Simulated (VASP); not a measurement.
A run of VASP 6.6.1:

Contents of INCAR:

```
SYSTEM = Cd3In3O2
ALGO = Fast ; EDIFF = 1E-7
ENCUT = 520 ; GGA = PE
ISIF = 2 ; ISMEAR = 0
LASPH = .TRUE. ; LCHARG = .FALSE.
LREAL = .FALSE. ; LWAVE = .FALSE.
NBANDS = 54 ; NELM = 80
PREC = Accurate ; SIGMA = 0.2
```

The input KPOINTS:

```
k-points
0
G
  5 5 2
  0 0 0
```

File POSCAR:

```
Cd3In3O2
1.0
    3.1347030366      0.0000000000      0.0000000000
    0.0000000000      3.1347030366      0.0000000000
    0.0000000000      0.0000000000     16.4508336447
Cd In O
3 3 2
Direct
    0.0000000000      0.0000000000      0.3522906393
    0.0000000000      0.0000000000      0.6477093607
    0.0000000000      0.0000000000      0.0000000000
    0.5000000000      0.5000000000      0.2011564147
    0.5000000000      0.5000000000      0.7988435853
    0.5000000000      0.5000000000      0.5000000000
    0.0000000000      0.0000000000      0.1543546791
    0.0000000000      0.0000000000      0.8456453209
```

Potentials or basis: VASP PAW PBE potentials, release 64 (Cd, In_d, O).

Launch:

```sh
$ cat potpaw_PBE.64/Cd/POTCAR potpaw_PBE.64/In_d/POTCAR potpaw_PBE.64/O/POTCAR > POTCAR
$ mpirun -np 1 vasp_std > vasp.out
```

Hardware: 1 thread of Oxide Virtual Turin-like Processor, on a shared host.

Task: How long does it take, and how much memory?

Result: It took 3.6 min on 1 thread of Oxide Virtual Turin-like Processor, with other jobs on the host, peak memory 0.26 GiB. Counts: scf iterations 18, k points 12.
